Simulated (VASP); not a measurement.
# MgS (Fm-3m) in VASP: G0W0 quasiparticle levels with PBE

Aim: the G0W0 quasiparticle levels of MgS with PBE.

All numbers are computed with VASP 6.6.1; they aren't measurements. Logs are shortened: lines on timing, memory, paths and dates and some standing lists are left out, and cuts for length are marked.

## Step 1: The cell of the first run

Symmetry: Fm-3m, No. 225, cubic system. Conventional cell: a = 5.203 Å, b = 5.203 Å, c = 5.203 Å, α = 90.00°, β = 90.00°, γ = 90.00°. Within 3.4 Å of Mg (site symmetry m-3m) lie 6 S at 2.60 Å. Within 3.4 Å of S (site symmetry m-3m) lie 6 Mg at 2.60 Å.

## Step 2: G0W0 quasiparticle levels, PBE

Input file POSCAR:

```
MgS
1.0
    0.0000000000      2.6015179362      2.6015179362
    2.6015179362      0.0000000000      2.6015179362
    2.6015179362      2.6015179362      0.0000000000
Mg S
1 1
Direct
    0.0000000000      0.0000000000      0.0000000000
    0.5000000000      0.5000000000      0.5000000000
```

Input file INCAR.step1:

```
PREC     = Accurate       # precision mode
ENCUT    = 500            # plane-wave cutoff, eV
EDIFF    = 1E-8           # SCF threshold, eV
ISMEAR   = 0              # smearing method
SIGMA    = 0.01           # smearing width, eV
LREAL    = False          # projectors in reciprocal space
LASPH    = True           # aspherical terms in the spheres
NELM     = 100            # most SCF steps
ALGO     = Normal         # electronic algorithm
LWAVE    = True           # write WAVECAR
LCHARG   = False          # write CHGCAR
GGA      = PE             # functional
```

Input file INCAR.step2:

```
PREC     = Accurate       # precision mode
ENCUT    = 500            # plane-wave cutoff, eV
EDIFF    = 1E-8           # SCF threshold, eV
ISMEAR   = 0              # smearing method
SIGMA    = 0.01           # smearing width, eV
LREAL    = False          # projectors in reciprocal space
LASPH    = True           # aspherical terms in the spheres
NELM     = 1              # most SCF steps
ALGO     = Exact          # electronic algorithm
LWAVE    = True           # write WAVECAR
LCHARG   = False          # write CHGCAR
GGA      = PE             # functional
NBANDS   = 61             # bands
LOPTICS  = True           # frequency-dependent dielectric function
ISTART   = 1
```

Input file INCAR.step3:

```
PREC     = Accurate       # precision mode
ENCUT    = 500            # plane-wave cutoff, eV
EDIFF    = 1E-8           # SCF threshold, eV
ISMEAR   = 0              # smearing method
SIGMA    = 0.01           # smearing width, eV
LREAL    = False          # projectors in reciprocal space
LASPH    = True           # aspherical terms in the spheres
ALGO     = EVGW0          # electronic algorithm
LWAVE    = False          # write WAVECAR
LCHARG   = False          # write CHGCAR
GGA      = PE             # functional
NELMGW   = 1            
NBANDS   = 61             # bands
ENCUTGW  = 80.0           # cutoff of the response function
NOMEGA   = 48             # frequency points
PRECFOCK = Fast         
ISTART   = 1            
NBANDSGW = 12
```

Input file KPOINTS:

```
regular mesh
0
Gamma
  4 4 4
```

Potentials or basis: VASP PAW PBE potentials, release 64 (Mg_GW, S_GW).

Run with:

```console
> cat potpaw_PBE.64/Mg_GW/POTCAR potpaw_PBE.64/S_GW/POTCAR > POTCAR
> cp INCAR.step1 INCAR
> mpirun -np 1 vasp_std > vasp.out
> cp INCAR.step2 INCAR
> mpirun -np 1 vasp_std > vasp.out
> cp INCAR.step3 INCAR
> mpirun -np 1 vasp_std > vasp.out
```

OUTCAR:

```text
PREC = Accurate
   ENCUT = 500
   EDIFF = 1E-8
   ISMEAR = 0
   LREAL = False
   LASPH = True
   GGA = PE
   NELMGW = 1
   ENCUTGW = 80.0
   PRECFOCK = Fast
   ISTART = 1

 ion  position               nearest neighbor table
   1  0.000  0.000  0.000-
   2  0.500  0.500  0.500-

  LATTYP: Found a face centered cubic cell.
 ALAT       =     5.2030358724

  Lattice vectors:

 A1 = (   0.0000000000,   2.6015179362,   2.6015179362)
 A2 = (   2.6015179362,   0.0000000000,   2.6015179362)
 A3 = (   2.6015179362,   2.6015179362,   0.0000000000)

Analysis of symmetry for initial positions (statically):
=====================================================================
 Subroutine PRICEL returns:
 Original cell was already a primitive cell.

 Routine SETGRP: Setting up the symmetry group for a
 face centered cubic supercell.

 Subroutine GETGRP returns: Found 48 space group operations
 (whereof 48 operations were pure point group operations)
 out of a pool of 48 trial point group operations.

The static configuration has the point symmetry O_h .

Analysis of symmetry for dynamics (positions and initial velocities):
=====================================================================
 Subroutine PRICEL returns:
 Original cell was already a primitive cell.

 Routine SETGRP: Setting up the symmetry group for a
 face centered cubic supercell.

 Subroutine GETGRP returns: Found 48 space group operations
 (whereof 48 operations were pure point group operations)
 out of a pool of 48 trial point group operations.

The dynamic configuration has the point symmetry O_h .

 Subroutine INISYM returns: Found 48 space group operations
 (whereof 48 operations are pure point group operations),
 and found     1 'primitive' translations

----------------------------------------------------------------------------------------

                                     Primitive cell

  volume of cell :      35.2136

  direct lattice vectors                    reciprocal lattice vectors
     0.000000000  2.601517936  2.601517936    -0.192195484  0.192195484  0.192195484
     2.601517936  0.000000000  2.601517936     0.192195484 -0.192195484  0.192195484
     2.601517936  2.601517936  0.000000000     0.192195484  0.192195484 -0.192195484

  length of vectors
     3.679101948  3.679101948  3.679101948     0.332892344  0.332892344  0.332892344

  position of ions in fractional coordinates (direct lattice)
     0.000000000  0.000000000  0.000000000
     0.500000000  0.500000000  0.500000000

  ion indices of the primitive-cell ions
   primitive index   ion index
                 1           1
                 2           2

----------------------------------------------------------------------------------------

 KPOINTS: regular mesh

Automatic generation of k-mesh.
 Grid dimensions read from file:
 generate k-points for:    4    4    4

 Generating k-lattice:

  Cartesian coordinates                     Fractional coordinates (reciprocal lattice)
    -0.048048871  0.048048871  0.048048871     0.250000000  0.000000000  0.000000000
     0.048048871 -0.048048871  0.048048871     0.000000000  0.250000000  0.000000000
     0.048048871  0.048048871 -0.048048871     0.000000000  0.000000000  0.250000000

  Length of vectors
     0.083223086  0.083223086  0.083223086

  Shift w.r.t. Gamma in fractional coordinates (k-lattice)
     0.000000000  0.000000000  0.000000000

 Subroutine IBZKPT returns following result:
 ===========================================

 Found      8 irreducible k-points:

 Following reciprocal coordinates:
            Coordinates               Weight
  0.000000  0.000000  0.000000      1.000000
  0.250000  0.000000  0.000000      8.000000
  0.500000  0.000000  0.000000      4.000000
  0.250000  0.250000  0.000000      6.000000
  0.500000  0.250000  0.000000     24.000000
 -0.250000  0.250000  0.000000     12.000000
  0.500000  0.500000  0.000000      3.000000
 -0.250000  0.500000  0.250000      6.000000
   k-points           NKPTS =      8   k-points in BZ     NKDIM =     64   number of bands    NBANDS=     61
   number of dos      NEDOS =    301   number of ions     NIONS =      2
   total plane-waves  NPLWV =  21952
   dimension x,y,z NGX =    28 NGY =   28 NGZ =   28
   dimension x,y,z NGXF=    56 NGYF=   56 NGZF=   56
   ions per type =               1   1
   NGX,Y,Z   is equivalent  to a cutoff of  12.65, 12.65, 12.65 a.u.
   NGXF,Y,Z  is equivalent  to a cutoff of  25.30, 25.30, 25.30 a.u.
 SYSTEM =  unknown system
   PREC   = accura    normal or accurate (medium, high low for compatibility)
   ISTART =      1    job   : 0-new  1-cont  2-samecut
   ICHARG =      0    charge: 1-file 2-atom 10-const
   ISPIN  =      1    spin polarized calculation?
   LNONCOLLINEAR =      F non collinear calculations
   LSORBIT =      F    spin-orbit coupling
   LASPH  =      T    aspherical Exc in radial PAW
   ENCUT  =  500.0 eV  36.75 Ry    6.06 a.u.   6.71  6.71  6.71*2*pi/ulx,y,z
   NELM   =     60;   NELMIN=  2; NELMDL=  0     # of ELM steps
   EDIFF  = 0.1E-07   stopping-criterion for ELM
   LREAL  =      F    real-space projection
   EDIFFG = 0.1E-06   stopping-criterion for IOM
   NSW    =      0    number of steps for IOM
   IBRION =     -1    ionic relax: 0-MD 1-quasi-New 2-CG
   NFREE  =      0    steps in history (QN), initial steepest desc. (CG)
   ISIF   =      0    stress and relaxation
   ISYM   =      3    0-nonsym 1-usesym 2-fastsym
   POTIM  = 0.5000    time-step for ionic-motion
   TEBEG  =    0.0;   TEEND  =   0.0 temperature during run
   PSTRESS=    0.0 pullay stress
   NELECT =       8.0000    total number of electrons
   NUPDOWN=      -1.0000    fix difference up-down
   EMIN   =  10.00;   EMAX   =-10.00  energy-range for DOS
   EFERMI =   0.00;   METHOD = LEGACY
   ISMEAR =     0;   SIGMA  =   0.01  broadening in eV -4-tet -1-fermi 0-gaus
   EFERMI_NEDOS =   21; number of points for ismear=-14 and -15
   IALGO  =     38    algorithm
   IMIX   =      4    mixing-type and parameters
     AMIX     =   0.40;   BMIX     =  1.00
     AMIX_MAG =   1.60;   BMIX_MAG =  1.00
  volume/ion in A,a.u.               =      17.61       118.82
  Fermi-wavevector in a.u.,A,eV,Ry     =   0.998929  1.887702 13.576701  0.997859
  Thomas-Fermi vector in A             =   2.131185
   LORBIT       =      0    0 simple, 1 ext, 2 COOP (PROOUT), +10 PAW based schemes
   GGA     = PE    functional components
   LHFCALC =     T    Hartree Fock is set to
   PRECFOCK=fast      Normal, Fast or Accurate (Low or Medium for compatibility)
   ENCUT4O =  -1.0   cutoff for four orbital integrals eV
   NKREDX  =     1    reduce k-point grid by
   NKREDY  =     1    reduce k-point grid by
   NKREDZ  =     1    reduce k-point grid by
   AEXX    =    1.0000 exact exchange contribution
   HFSCREEN=    0.0000 screening length (either q_TF or 0.3 A-1)
   HFSCREENC=   0.0000 screening length for correlation (either q_TF or 0.3 A-1)
   ENCUTFOCK=  -1.0 apply spherical cutoff to Coloumb kernel
   IVDW    =     0    specifies the selected vdW correction
   LEPSILON=     F    determine dielectric tensor
   LRPA    =     F    only Hartree local field effects (RPA)
   LRPAFORCE           =     F    calculate RPA forces
   ENCUTGW             =  80.0    cutoff for response function in eV
   ENCUTGWSOFT         =  64.0    soft cutoff for Coulomb kernel in GW response function in eV
   ENCUTLF             =  -1.0    cutoff for local field effects
   NELMGW              =     1    number of iterations in solving QP/BSE equation
   NELMHF              =     1    number of iterations in the inner HF iteration
   NKREDLFX            =     1    NKREDLFY  =   1   NKREDLFZ  =   1
 non-spin polarized calculation
 Gauss-broadening in eV      SIGMA  =   0.01
  energy-cutoff  :      500.00
  volume of cell :       35.21
 maximum number of plane-waves:       896
 NGX is ok and might be reduce to    28
  NGX = 16; NGY = 16; NGZ = 16
   NGX = 13   NGY = 13   NGZ = 13
 maximum number of plane-waves:        64
 NGX is ok and might be reduce to    14

 QP shifts <psi_nk| G(iteration)W_0 |psi_nk>: iteration 1
 for sc-GW calculations column KS-energies equals QP-energies in previous step
 and V_xc(KS)=  KS-energies - (<T + V_ion + V_H > + <T+V_H+V_ion>^1  + <V_x>^1)

 k-point   1 :       0.0000    0.0000    0.0000
  band No.  KS-energies  QP-energies   sigma(KS)   V_xc(KS)     V^pw_x(r,r')   Z            occupation Imag(sigma)

      1      -8.9031      -9.5077     -13.4458     -12.5924     -20.8482       0.7084       2.0000       1.5408
      2       3.7694       3.1342     -14.1224     -13.2991     -16.2918       0.7715       2.0000       0.0798
      3       3.7694       3.1342     -14.1224     -13.2991     -16.2918       0.7715       2.0000       0.0798
      4       3.7694       3.1342     -14.1224     -13.2991     -16.2918       0.7715       2.0000       0.0798
      5       7.4664       8.1833      -9.1034     -10.0068      -5.3349       0.7936       0.0000      -0.0835
      6      11.6705      12.3751      -8.4586      -9.3531      -4.2292       0.7877       0.0000      -0.1089
      7      11.6705      12.3751      -8.4586      -9.3531      -4.2292       0.7877       0.0000      -0.1089
      8      11.6705      12.3751      -8.4586      -9.3531      -4.2292       0.7877       0.0000      -0.1089
      9      14.0200      14.9813      -9.2161     -10.4704      -4.5845       0.7664       0.0000      -0.1683
     10      14.0200      14.9813      -9.2161     -10.4704      -4.5845       0.7664       0.0000      -0.1683
     11      16.3030      16.3528      -7.1890      -7.2547      -1.8104       0.7587       0.0000      -0.3444
     12      16.9252      17.5046      -7.6711      -8.4478      -2.0448       0.7459       0.0000      -0.4326

 k-point   2 :       0.2500    0.0000    0.0000
  band No.  KS-energies  QP-energies   sigma(KS)   V_xc(KS)     V^pw_x(r,r')   Z            occupation Imag(sigma)

      1      -8.3419      -8.8560     -13.6207     -12.8958     -20.9524       0.7092       2.0000       1.4218
      2       0.9539       0.1184     -12.7170     -11.6042     -15.4041       0.7508       2.0000       0.1161
      3       3.4471       2.7766     -13.9632     -13.0921     -16.1825       0.7697       2.0000       0.0815
      4       3.4471       2.7766     -13.9632     -13.0921     -16.1825       0.7697       2.0000       0.0815
      5       8.7104       9.3442      -8.7502      -9.5485      -4.8547       0.7940       0.0000      -0.0905
      6      11.5334      12.3096      -8.4962      -9.4896      -4.2198       0.7813       0.0000      -0.1184
      7      11.5334      12.3096      -8.4962      -9.4896      -4.2198       0.7813       0.0000      -0.1184
      8      12.0453      12.8642      -9.6207     -10.6878      -5.1847       0.7673       0.0000      -0.1357
      9      13.9815      14.7721      -8.7851      -9.8148      -4.0477       0.7677       0.0000      -0.1831
     10      13.9815      14.7721      -8.7851      -9.8148      -4.0477       0.7677       0.0000      -0.1831
     11      15.6260      16.0629      -7.4120      -7.9948      -1.9719       0.7497       0.0000      -0.3620
     12      20.8046      21.5810      -8.4317      -9.4380      -2.4691       0.7715       0.0000      -0.8253
[... 68 lines left out ...]
      1      -7.2195      -7.5824     -14.2663     -13.7472     -21.3925       0.6990       2.0000       1.1391
      2      -0.4355      -1.4313     -12.2728     -10.9096     -15.4506       0.7305       2.0000       0.1606
      3       2.0818       1.2549     -13.3109     -12.2239     -15.8266       0.7607       2.0000       0.0963
      4       2.0818       1.2549     -13.3109     -12.2239     -15.8266       0.7607       2.0000       0.0963
      5       6.5155       7.1969      -8.0471      -8.8971      -4.5846       0.8016       0.0000      -0.0767
      6       8.1377       8.5971      -7.9765      -8.5485      -4.2574       0.8030       0.0000      -0.0835
      7      15.7576      16.5338     -10.1828     -11.2493      -4.7010       0.7277       0.0000      -0.3096
      8      16.4221      17.4945      -9.7825     -11.2171      -4.5959       0.7476       0.0000      -0.2997
      9      17.0973      17.7974      -9.0167      -9.9580      -3.2698       0.7437       0.0000      -0.4770
     10      17.0973      17.7974      -9.0167      -9.9580      -3.2698       0.7437       0.0000      -0.4770
     11      19.3184      20.4193     -10.3439     -11.8050      -4.6067       0.7535       0.0000      -0.5031
     12      19.3184      20.4193     -10.3439     -11.8050      -4.6067       0.7535       0.0000      -0.5031

 k-point   8 :      -0.2500    0.5000    0.2500
  band No.  KS-energies  QP-energies   sigma(KS)   V_xc(KS)     V^pw_x(r,r')   Z            occupation Imag(sigma)

      1      -7.1745      -7.5229     -14.2979     -13.7976     -21.4358       0.6963       2.0000       1.1302
      2       0.5322      -0.4090     -12.5048     -11.2429     -15.3373       0.7458       2.0000       0.1278
      3       0.5322      -0.4090     -12.5048     -11.2429     -15.3373       0.7458       2.0000       0.1278
      4       1.4018       0.5996     -12.5262     -11.4684     -14.9863       0.7583       2.0000       0.1038
      5       8.9898       9.8228      -9.3187     -10.3801      -5.6087       0.7848       0.0000      -0.0913
      6      11.6928      12.3874      -9.1529     -10.0469      -4.8531       0.7769       0.0000      -0.1222
      7      11.6928      12.3874      -9.1529     -10.0469      -4.8531       0.7769       0.0000      -0.1222
      8      11.7890      12.5470      -8.3906      -9.3748      -3.8719       0.7701       0.0000      -0.1394
      9      18.0550      18.7343      -8.9277      -9.8361      -3.0984       0.7478       0.0000      -0.5448
     10      18.0550      18.7343      -8.9277      -9.8361      -3.0984       0.7478       0.0000      -0.5448
     11      19.3448      20.2246      -9.4762     -10.6351      -3.7099       0.7591       0.0000      -0.5976
     12      19.4521      20.5898     -10.5380     -12.0562      -4.7658       0.7494       0.0000      -0.5154
```

Run time: 75 s. Hardware: 1 thread of AMD EPYC 9R45 (Zen 5), shared host; peak memory 0.26 GiB.

Results:

- Band gap on the k mesh, mean-field level: 2.75 eV, indirect (least direct gap 3.70 eV)
- Quasiparticle gap: 4.06 eV
- Least direct quasiparticle gap: 5.05 eV

Caveat: the k points lie up to 0.52 Å⁻¹ apart; bands, screening cutoff and mesh are small and nothing is extrapolated, so the quasiparticle values aren't converged.
